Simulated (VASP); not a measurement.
# MoS (Pm-3m) in VASP: notebook

MoS is run at these levels: r2SCAN+U; tasks: single point.

Everything below comes from runs of VASP 6.6.1. Logs are shortened: lines on timing, memory, paths and dates and some standing lists are left out, and cuts for length are marked.

**1. The cell of the first run**

Symmetry: Pm-3m, No. 221, cubic system. Conventional cell: a = 3.150 Å, b = 3.150 Å, c = 3.150 Å, α = 90.00°, β = 90.00°, γ = 90.00°. Within 3.6 Å of Mo (site symmetry m-3m) lie 8 S at 2.73 Å and 6 Mo at 3.15 Å. Within 3.6 Å of S (site symmetry m-3m) lie 8 Mo at 2.73 Å and 6 S at 3.15 Å.

**2. Single point, r2SCAN+U**

POSCAR reads:

```
MoS
1.0
    3.1496808531      0.0000000000      0.0000000000
    0.0000000000      3.1496808531      0.0000000000
    0.0000000000      0.0000000000      3.1496808531
Mo S
1 1
Direct
    0.0000000000      0.0000000000      0.0000000000
    0.5000000000      0.5000000000      0.5000000000
```

INCAR.step1 reads:

```
PREC     = Accurate       # precision mode
ENCUT    = 520            # plane-wave cutoff, eV
ISMEAR   = 0              # smearing method
SIGMA    = 0.1            # smearing width, eV
LREAL    = False          # projectors in reciprocal space
LASPH    = True           # aspherical terms in the spheres
NELM     = 150            # most SCF steps
LMAXMIX  = 4              # l up to which the mixer works
LDAU     = True           # DFT+U
LDAUTYPE = 2            
LDAUL    = 2 -1           # shell
LDAUU    = 4.38 0         # U, eV
LDAUJ    = 0 0          
NBANDS   = 17             # bands
GGA      = PE             # functional
ALGO     = Normal         # electronic algorithm
EDIFF    = 1E-4           # SCF threshold, eV
LWAVE    = True           # write WAVECAR
LCHARG   = False          # write CHGCAR
```

INCAR.step2 reads:

```
PREC     = Accurate       # precision mode
ENCUT    = 520            # plane-wave cutoff, eV
EDIFF    = 1E-6           # SCF threshold, eV
ISMEAR   = 0              # smearing method
SIGMA    = 0.1            # smearing width, eV
LREAL    = False          # projectors in reciprocal space
LASPH    = True           # aspherical terms in the spheres
NELM     = 150            # most SCF steps
ALGO     = Normal         # electronic algorithm
ISIF     = 2              # what is computed and relaxed
LWAVE    = False          # write WAVECAR
LCHARG   = False          # write CHGCAR
LMAXMIX  = 4              # l up to which the mixer works
LDAU     = True           # DFT+U
LDAUTYPE = 2            
LDAUL    = 2 -1           # shell
LDAUU    = 4.38 0         # U, eV
LDAUJ    = 0 0          
LDAUPRINT= 1            
METAGGA  = R2SCAN         # meta-GGA
LMIXTAU  = True         
NBANDS   = 17             # bands
ISTART   = 1
```

KPOINTS reads:

```
regular mesh
0
Gamma
  12 12 12
```

Potentials or basis: VASP PAW PBE potentials, release 64 (Mo_sv, S).

Run with:

```sh
> cat potpaw_PBE.64/Mo_sv/POTCAR potpaw_PBE.64/S/POTCAR > POTCAR
> cp INCAR.step1 INCAR
> mpirun -np 1 vasp_std > vasp.out
> cp INCAR.step2 INCAR
> mpirun -np 1 vasp_std > vasp.out
```

OUTCAR:

```text
PREC = Accurate
   ENCUT = 520
   EDIFF = 1E-6
   ISMEAR = 0
   LREAL = False
   LASPH = True
   NELM = 150
   ISIF = 2
   METAGGA = R2SCAN
   ISTART = 1

 ion  position               nearest neighbor table
   1  0.000  0.000  0.000-   2 2.73   2 2.73   2 2.73   2 2.73   2 2.73   2 2.73   2 2.73   2 2.73

   2  0.500  0.500  0.500-   1 2.73   1 2.73   1 2.73   1 2.73   1 2.73   1 2.73   1 2.73   1 2.73

  LATTYP: Found a simple cubic cell.
 ALAT       =     3.1496808531

  Lattice vectors:

 A1 = (   3.1496808531,   0.0000000000,   0.0000000000)
 A2 = (   0.0000000000,   3.1496808531,   0.0000000000)
 A3 = (   0.0000000000,   0.0000000000,   3.1496808531)

Analysis of symmetry for initial positions (statically):
=====================================================================
 Subroutine PRICEL returns:
 Original cell was already a primitive cell.

 Routine SETGRP: Setting up the symmetry group for a
 simple cubic supercell.

 Subroutine GETGRP returns: Found 48 space group operations
 (whereof 48 operations were pure point group operations)
 out of a pool of 48 trial point group operations.

The static configuration has the point symmetry O_h .

Analysis of symmetry for dynamics (positions and initial velocities):
=====================================================================
 Subroutine PRICEL returns:
 Original cell was already a primitive cell.

 Routine SETGRP: Setting up the symmetry group for a
 simple cubic supercell.

 Subroutine GETGRP returns: Found 48 space group operations
 (whereof 48 operations were pure point group operations)
 out of a pool of 48 trial point group operations.

The dynamic configuration has the point symmetry O_h .

 Subroutine INISYM returns: Found 48 space group operations
 (whereof 48 operations are pure point group operations),
 and found     1 'primitive' translations

----------------------------------------------------------------------------------------

                                     Primitive cell

[... 141 lines left out ...]
 -0.0000 -0.0000  0.5624 -0.0000 -0.0000
 -0.0000 -0.0000 -0.0000  0.2575  0.0000
 -0.0000 -0.0000 -0.0000  0.0000  0.5624

spin component  2

  0.2575 -0.0000 -0.0000 -0.0000 -0.0000
 -0.0000  0.2575 -0.0000 -0.0000 -0.0000
 -0.0000 -0.0000  0.5624 -0.0000 -0.0000
 -0.0000 -0.0000 -0.0000  0.2575  0.0000
 -0.0000 -0.0000 -0.0000  0.0000  0.5624

 occupancies and eigenvectors

  o =  0.2575  v =  0.0000  0.1475  0.0000 -0.9891 -0.0000  0.0000  0.0000  0.0000  0.0000  0.0000      0.0000  0.0000  0.0000  0.0000  0.0000  0.0000  0.0000  0.0000  0.0000  0.0000
  o =  0.2575  v =  0.0000  0.0000  0.0000  0.0000  0.0000  0.0000  0.1475  0.0000 -0.9891 -0.0000      0.0000  0.0000  0.0000  0.0000  0.0000  0.0000  0.0000  0.0000  0.0000  0.0000
  o =  0.2575  v =  0.0000  0.9891  0.0000  0.1475 -0.0000  0.0000  0.0000  0.0000  0.0000  0.0000      0.0000  0.0000  0.0000  0.0000  0.0000  0.0000  0.0000  0.0000  0.0000  0.0000
  o =  0.2575  v =  0.0000  0.0000  0.0000  0.0000  0.0000  0.0000  0.9891  0.0000  0.1475 -0.0000      0.0000  0.0000  0.0000  0.0000  0.0000  0.0000  0.0000  0.0000  0.0000  0.0000
  o =  0.2575  v =  0.0000  0.0000  0.0000  0.0000  0.0000  1.0000  0.0000  0.0000  0.0000  0.0000      0.0000  0.0000  0.0000  0.0000  0.0000  0.0000  0.0000  0.0000  0.0000  0.0000
  o =  0.2575  v =  1.0000  0.0000  0.0000  0.0000  0.0000  0.0000  0.0000  0.0000  0.0000  0.0000      0.0000  0.0000  0.0000  0.0000  0.0000  0.0000  0.0000  0.0000  0.0000  0.0000
  o =  0.5624  v =  0.0000  0.0000  0.0000  0.0000  0.0000  0.0000 -0.0000  0.9999  0.0000 -0.0127      0.0000  0.0000  0.0000  0.0000  0.0000  0.0000  0.0000  0.0000  0.0000  0.0000
  o =  0.5624  v =  0.0000 -0.0000  0.9999  0.0000 -0.0127  0.0000  0.0000  0.0000  0.0000  0.0000      0.0000  0.0000  0.0000  0.0000  0.0000  0.0000  0.0000  0.0000  0.0000  0.0000
  o =  0.5624  v =  0.0000 -0.0000 -0.0127  0.0000 -0.9999  0.0000  0.0000  0.0000  0.0000  0.0000      0.0000  0.0000  0.0000  0.0000  0.0000  0.0000  0.0000  0.0000  0.0000  0.0000
  o =  0.5624  v =  0.0000  0.0000  0.0000  0.0000  0.0000  0.0000 -0.0000 -0.0127  0.0000 -0.9999      0.0000  0.0000  0.0000  0.0000  0.0000  0.0000  0.0000  0.0000  0.0000  0.0000

 number of electron      20.0000005 magnetization

 Free energy of the ion-electron system (eV)
  ---------------------------------------------------
  ext. energy  EPLUGINS =         0.00000000
  ---------------------------------------------------
  free energy    TOTEN  =       -29.03576593 eV

  energy without entropy =      -29.02553710  energy(sigma->0) =      -29.03065151

 E-fermi :  11.3742     XC(G=0): -13.1312

 val. band max:       11.3644071151   @ k =   0.4167   0.1667   0.0833
 cond. band min:      11.3841982256   @ k =   0.4167   0.4167   0.2500
 fundamental gap:      0.0197911105
 Fermi energy:        11.3741780994

 k-point     1 :       0.0000    0.0000    0.0000
  band No.  band energies     occupation
      1     -52.7686      2.00000
      2     -25.9727      2.00000
      3     -25.9727      2.00000
      4     -25.9727      2.00000
      5      -5.5464      2.00000
      6       6.9087      2.00000
[... 457 lines left out ...]
      4     -25.9308      2.00000
      5      -3.6488      2.00000
      6       3.9955      2.00000
[... 9 lines left out ...]
     16      22.3375      0.00000
     17      23.1939      0.00000

 [... further k-points ...]

------------------------ aborting loop because EDIFF is reached ----------------------------------------

  FORCE on cell =-STRESS in cart. coord.  units (eV):
  Direction    XX          YY          ZZ          XY          YZ          ZX
  --------------------------------------------------------------------------------------
  -------------------------------------------------------------------------------------
  Total       -2.8739509     -2.8739509     -2.8739509     -0.0000000     -0.0000000     -0.0000000
  in kB     -147.3636180   -147.3636180   -147.3636180     -0.0000000     -0.0000000     -0.0000000
  external PRESSURE =    -147.3636180 kB  Pullay stress =       0.0000000 kB

 VOLUME and BASIS-vectors are now :
 -----------------------------------------------------------------------------
  energy-cutoff  :      520.00
  volume of cell :       31.25
      direct lattice vectors                 reciprocal lattice vectors
     3.149680853  0.000000000  0.000000000     0.317492485  0.000000000  0.000000000
     0.000000000  3.149680853  0.000000000     0.000000000  0.317492485  0.000000000
     0.000000000  0.000000000  3.149680853     0.000000000  0.000000000  0.317492485

 POSITION                                       TOTAL-FORCE (eV/Angst)
 -----------------------------------------------------------------------------------
      0.00000      0.00000      0.00000         0.000000      0.000000      0.000000
      1.57484      1.57484      1.57484         0.000000      0.000000      0.000000
 -----------------------------------------------------------------------------------
    total drift:                                0.000000      0.000000      0.000000

  FREE ENERGIE OF THE ION-ELECTRON SYSTEM (eV)
  ---------------------------------------------------
  free  energy   TOTEN  =       -29.0357659327 eV

  energy  without entropy=      -29.0255370962  energy(sigma->0) =      -29.03065151
```

OSZICAR.step1:

```text
N       E                     dE             d eps       ncg     rms          rms(c)
DAV:   1     0.137006593089E+03    0.13701E+03   -0.10855E+04  2864   0.115E+03
DAV:   2    -0.741756565808E+01   -0.14442E+03   -0.14114E+03  3587   0.312E+02
DAV:   3    -0.108121500995E+02   -0.33946E+01   -0.33618E+01  3264   0.444E+01
DAV:   4    -0.108322862894E+02   -0.20136E-01   -0.20118E-01  3362   0.375E+00
DAV:   5    -0.108324389882E+02   -0.15270E-03   -0.15269E-03  3254   0.331E-01    0.136E+01
DAV:   6    -0.993117753126E+01    0.90126E+00   -0.37568E+00  2941   0.143E+01    0.565E+00
DAV:   7    -0.990916567420E+01    0.22012E-01   -0.15141E-01  2939   0.298E+00    0.322E+00
DAV:   8    -0.991995141024E+01   -0.10786E-01   -0.87157E-02  3108   0.150E+00    0.402E-01
DAV:   9    -0.992339533177E+01   -0.34439E-02   -0.38852E-03  3205   0.378E-01    0.302E-01
DAV:  10    -0.992968828240E+01   -0.62930E-02   -0.15069E-02  2983   0.459E-01    0.179E-01
DAV:  11    -0.993287812202E+01   -0.31898E-02   -0.13314E-02  2941   0.338E-01    0.954E-02
DAV:  12    -0.993347152231E+01   -0.59340E-03   -0.37418E-03  2878   0.188E-01    0.386E-02
DAV:  13    -0.993349643422E+01   -0.24912E-04   -0.99220E-05  1518   0.385E-02
   1 F= -.99334964E+01 E0= -.99286795E+01  d E =-.963395E-02
```

Wall time 62 s (1 thread of Intel Xeon Platinum 8488C (Sapphire Rapids), shared host); peak memory 0.17 GiB.

What came out:

```yaml
Free_energy: -29.0358 eV
Pressure: -14.7 GPa
Band_gap_on_the_k_mesh: zero (bands 10 and 11 overlap by 1.78 eV)
```

Eigenvalues of the final occupation matrices:
| site | spin | trace | eigenvalues |
| --- | --- | --- | --- |
| site 1 d | 1 | 1.90 | 0.26 0.26 0.26 0.56 0.56 |
| site 1 d | 2 | 1.90 | 0.26 0.26 0.26 0.56 0.56 |

Caveat: the cell stands under tension; the PAW data sets were made with another functional, which shifts forces and pressure a little; U without spin polarisation on a metal has little footing.

**3. Single point, r2SCAN+U**

This run uses another cell than the first one, of 16.48 Å³/atom.

POSCAR reads:

```
MoS
1.0
    3.2061963931      0.0000000000      0.0000000000
    0.0000000000      3.2061963931      0.0000000000
    0.0000000000      0.0000000000      3.2061963931
Mo S
1 1
Direct
    0.0000000000      0.0000000000      0.0000000000
    0.5000000000      0.5000000000      0.5000000000
```

INCAR.step1 reads:

```
SYSTEM = MoS
PREC = Accurate ; ENCUT = 520
ISMEAR = 0 ; SIGMA = 0.1
LREAL = .False. ; LASPH = .True.
NELM = 150 ; LMAXMIX = 4
LDAU = .True. ; LDAUTYPE = 2
LDAUL = 2 -1 ; LDAUU = 4.38 0
LDAUJ = 0 0 ; NBANDS = 17
GGA = PE ; ALGO = Normal
EDIFF = 1E-4 ; LWAVE = .True.
LCHARG = .False.
```

INCAR.step2 reads:

```
SYSTEM = MoS
PREC = Accurate ; ENCUT = 520
EDIFF = 1E-7 ; ISMEAR = 0
SIGMA = 0.1 ; LREAL = .False.
LASPH = .True. ; NELM = 150
ALGO = Normal ; ISIF = 2
LWAVE = .False. ; LCHARG = .False.
LMAXMIX = 4 ; LDAU = .True.
LDAUTYPE = 2 ; LDAUL = 2 -1
LDAUU = 4.38 0 ; LDAUJ = 0 0
LDAUPRINT = 1 ; METAGGA = R2SCAN
LMIXTAU = .True. ; NBANDS = 17
ISTART = 1
```

KPOINTS reads:

```
regular mesh
0
Gamma
  12 12 12
  0 0 0
```

Potentials or basis: VASP PAW PBE potentials, release 64 (Mo_sv, S).

Run with:

```sh
> cat potpaw_PBE.64/Mo_sv/POTCAR potpaw_PBE.64/S/POTCAR > POTCAR
> cp INCAR.step1 INCAR
> mpirun -np 1 vasp_std > vasp.out
> cp INCAR.step2 INCAR
> mpirun -np 1 vasp_std > vasp.out
```

Run time: 5.6 min. Hardware: 1 thread of Intel Xeon Platinum 8488C (Sapphire Rapids), shared host; peak memory 0.18 GiB.

Results (log left out):

```
Free energy            : -29.0078 eV
Pressure               : -2.4 GPa
Band gap on the k mesh : 0.03 eV (least direct gap 0.11 eV)
```

Levels at points of the mesh, in eV from the valence-band top:
| k point | band 8 | band 9 | band 10 | band 11 | band 12 | band 13 |
| --- | --- | --- | --- | --- | --- | --- |
| (0.00, 0.00, 0.00) | -2.95 | -2.95 | -2.95 | 1.63 | 1.63 | 1.63 |
| (0.50, 0.00, 0.00) | -3.76 | -3.76 | -0.30 | 2.05 | 3.66 | 3.66 |
| (0.50, 0.50, 0.00) | -4.35 | -1.84 | -0.08 | 0.03 | 0.03 | 0.77 |
| (0.50, 0.50, 0.50) | -7.22 | 0.00 | 0.00 | 2.62 | 2.62 | 2.62 |

Eigenvalues of the final occupation matrices:
```
    site  spin  trace               eigenvalues
site 1 d     1   1.93  0.12 0.12 0.12 0.78 0.78
site 1 d     2   1.93  0.12 0.12 0.12 0.78 0.78
```

Caveat: semilocal functionals underestimate gaps, and a narrow one can read as zero; the PAW data sets were made with another functional, which shifts forces and pressure a little. A k mesh can miss the band edges.

**4. Single point, r2SCAN+U**

This run uses another cell than the first one, of 19.53 Å³/atom.

POSCAR reads:

```
MoS
1.0
    3.3928908462      0.0000000000      0.0000000000
    0.0000000000      3.3928908462      0.0000000000
    0.0000000000      0.0000000000      3.3928908462
Mo S
1 1
Direct
    0.0000000000      0.0000000000      0.0000000000
    0.5000000000      0.5000000000      0.5000000000
```

INCAR.step1 reads:

```
SYSTEM = MoS
ALGO = Normal
EDIFF = 1E-4
ENCUT = 520
GGA = PE
ISMEAR = 0
LASPH = .TRUE.
LCHARG = .FALSE.
LDAU = .TRUE.
LDAUJ = 0 0
LDAUL = 2 -1
LDAUTYPE = 2
LDAUU = 4.38 0
LMAXMIX = 4
LREAL = .FALSE.
LWAVE = .TRUE.
NBANDS = 17
NELM = 150
PREC = Accurate
SIGMA = 0.1
```

INCAR.step2 reads:

```
SYSTEM = MoS
ALGO = Normal
EDIFF = 1E-6
ENCUT = 520
ISIF = 2
ISMEAR = 0
ISTART = 1
LASPH = .TRUE.
LCHARG = .FALSE.
LDAU = .TRUE.
LDAUJ = 0 0
LDAUL = 2 -1
LDAUPRINT = 1
LDAUTYPE = 2
LDAUU = 4.38 0
LMAXMIX = 4
LMIXTAU = .TRUE.
LREAL = .FALSE.
LWAVE = .FALSE.
METAGGA = R2SCAN
NBANDS = 17
NELM = 150
PREC = Accurate
SIGMA = 0.1
```

KPOINTS reads:

```
k-points
0
G
  12 12 12
  0 0 0
```

Run with:

```sh
> cat potpaw_PBE.64/Mo_sv/POTCAR potpaw_PBE.64/S/POTCAR > POTCAR
> cp INCAR.step1 INCAR
> mpirun -np 1 vasp_std > vasp.out
> cp INCAR.step2 INCAR
> mpirun -np 1 vasp_std > vasp.out
```

It took 4.5 min on 1 thread of Intel Xeon Platinum 8488C (Sapphire Rapids), shared host; peak memory 0.2 GiB.

It converged, with:

```yaml
Free_energy: -28.6765 eV
Pressure: -13.8 GPa
Band_gap_on_the_k_mesh: 1.13 eV (least direct gap 1.26 eV)
```

Levels at points of the mesh, in eV from the valence-band top:
```
           k point  band 6  band 7  band 8  band 9  band 10  band 11  band 12  band 13  band 14  band 15
(0.00, 0.00, 0.00)   -3.57   -3.57   -1.90   -1.90    -1.90     1.69     2.41     2.41     2.41     8.66
(0.50, 0.00, 0.00)   -6.86   -3.11   -2.40   -2.40    -0.17     2.71     3.81     3.81     5.01     6.60
(0.50, 0.50, 0.00)   -4.86   -4.86   -3.12   -0.97    -0.05     1.20     1.20     1.45     3.60     9.52
(0.50, 0.50, 0.50)   -5.22   -5.22   -5.22    0.00     0.00     3.40     3.40     3.40     4.35     4.35
```

Eigenvalues of the final occupation matrices:
| site | spin | trace | eigenvalues |
| --- | --- | --- | --- |
| site 1 d | 1 | 1.89 | 0.09 0.09 0.09 0.82 0.82 |
| site 1 d | 2 | 1.89 | 0.09 0.09 0.09 0.82 0.82 |

Caveat: the cell stands under tension; the PAW data sets were made with another functional, which shifts forces and pressure a little. A k mesh can miss the band edges.

(Continued in part 2 of 2.)
